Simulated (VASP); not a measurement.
Write the native input for VASP 6.6.1 that does the following.

```yaml
Task: single point
Functional: PBE
Potentials_or_basis: VASP PAW PBE potentials, release 64 (Cu)
Cutoff: 520 eV
k_mesh: 17 × 17 × 9
Occupations: fermi-dirac, width 0.03 eV
Spin: no spin polarisation
Dipole_correction: no
Further_INCAR_settings: ALGO = Normal; EDIFF = 1e-07; NBANDS = 18
```

The structure of Cu lies in POSCAR:

```
Cu
1.0
    2.5732050351      0.0000000000      0.0000000000
   -1.2866025176      2.2284609296      0.0000000000
    0.0000000000      0.0000000000      4.2552086209
Cu
2
Direct
    0.3333333333      0.6666666667      0.2500000000
    0.6666666667      0.3333333333      0.7500000000
```

This isn't the form of Cu at room conditions, which is fcc.

One way to write it, as run:

INCAR

```
SYSTEM = Cu
PREC = Accurate
ENCUT = 520
EDIFF = 1E-7
ISMEAR = -1
SIGMA = 0.03
LREAL = .False.
LASPH = .True.
NELM = 80
ALGO = Normal
ISIF = 2
LWAVE = .False.
LCHARG = .False.
GGA = PE
NBANDS = 18
```

KPOINTS

```
Automatic mesh
0
Gamma
  17 17 9
  0 0 0
```

Potentials or basis: VASP PAW PBE potentials, release 64 (Cu).

The run is started by

```console
$ cat potpaw_PBE.64/Cu/POTCAR > POTCAR
$ mpirun -np 1 vasp_std > vasp.out
```

It gave:

```json
{"Pressure": "-2.0 GPa", "Band gap on the k mesh": "zero (bands 11 and 12 overlap by 5.51 eV)"}
```

Wall time 68 s on 1 thread of Intel Xeon 8259CL (shared host), peak memory 0.18 GiB.
